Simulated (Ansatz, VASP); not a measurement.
# BiB2Sb3: VASP beside Ansatz

File POSCAR:

```
BiB2Sb3
1.0
    3.3515781233     -6.0910056470      0.0000000000
    3.3515781233      6.0910056470      0.0000000000
    0.0000000000      0.0000000000      3.3056222808
Bi B Sb
1 2 3
Direct
    0.0000000000      0.0000000000      0.0000000000
    0.5000000000      0.0000000000      0.5000000000
    0.0000000000      0.5000000000      0.5000000000
    0.7465394910      0.2534605090      0.0000000000
    0.2534605090      0.7465394910      0.0000000000
    0.5000000000      0.5000000000      0.5000000000
```

File INCAR.step1:

```
  PREC = Accurate
  ENCUT = 520
  ISMEAR = -1
  SIGMA = 0.03
  LREAL = False
  LASPH = True
  NELM = 80
  NBANDS = 27
  GGA = PE
  ALGO = Normal
  EDIFF = 1E-4
  LWAVE = True
  LCHARG = False
```

The input INCAR.step2:

```
  PREC = Accurate
  ENCUT = 520
  EDIFF = 1E-6
  ISMEAR = -1
  SIGMA = 0.03
  LREAL = False
  LASPH = True
  NELM = 80
  ALGO = Normal
  ISIF = 2
  LWAVE = False
  LCHARG = False
  METAGGA = R2SCAN
  LMIXTAU = True
  LUSE_VDW = True
  IVDW_NL = 2
  BPARAM = 11.95
  CPARAM = 0.0093
  NBANDS = 27
  ISTART = 1
```

KPOINTS

```
regular mesh
0
Gamma
  6 6 8
```

Input for Ansatz:

```yaml
crystal:
  lattice:
    - [3.3515781233, -6.091005647, 0.0]
    - [3.3515781233, 6.091005647, 0.0]
    - [0.0, 0.0, 3.3056222808]
  atoms:
    - { symbol: Bi, position: [0.0, 0.0, 0.0] }
    - { symbol: B, position: [0.5, 0.0, 0.5] }
    - { symbol: B, position: [0.0, 0.5, 0.5] }
    - { symbol: Sb, position: [0.746539491, 0.253460509, 0.0] }
    - { symbol: Sb, position: [0.253460509, 0.746539491, 0.0] }
    - { symbol: Sb, position: [0.5, 0.5, 0.5] }
kpoints:
  mp_grid: { grid: [6, 6, 8] }
  band_path:
    path:
      - [0.0, 0.0, 0.0]
      - [-0.5, 0.5, 0.0]
      - [-0.325693868, 0.674306132, 0.0]
      - [0.325693868, 0.325693868, 0.0]
      - [0.0, 0.0, 0.5]
      - [0.325693868, 0.325693868, 0.5]
      - [-0.325693868, 0.674306132, 0.5]
      - [-0.5, 0.5, 0.5]
      - [0.0, 0.5, 0.0]
    npoints: 1
hamiltonian:
  xc: r2scan
  dispersion: rvv10
scf:
  occupations: { method: fermi_dirac, width: 0.03 }
  n_extra_bands: 5
output:
  forces: true
  stress: true
  eigenvalues: true
  write_density: true
  write_potential: true
  elf: true
  volumetric_format: npy
```

Alike in both runs: task single point; functional r2SCAN; dispersion rVV10; k mesh 6 × 6 × 8; occupations fermi-dirac, width 0.03 eV; no spin polarisation.

```csv
,VASP,Ansatz
version,VASP 6.6.1,Ansatz 0.2.0
potentials or method,"VASP PAW PBE potentials, release 64 (Bi_d, B, Sb)","plane waves, PAW"
plane-wave cutoff (eV),520,500
valence electrons in the cell,36,66
```

Ansatz gave:

| Property | Result |
| --- | --- |
| pressure (GPa) | -0.1 |
| traceless stress, the component that is largest in VASP (GPa) | 2.87 |
| rms of the force components (eV/Å) | 0.004 |

Q: Which values does VASP return?

A: Pressure (GPa): 0.4; traceless stress, the component that is largest in VASP (GPa): 3.02; rms of the force components (eV/Å): 0.006.

VASP's potentials were made for PBE, not for r2SCAN. Atom by atom the forces differ by 0.003 eV/Å (rms over components). VASP's potentials hold 36 valence electrons a cell and Ansatz's 66, so a difference there can come from the potentials and not from the codes.

Spin-orbit coupling is off throughout.
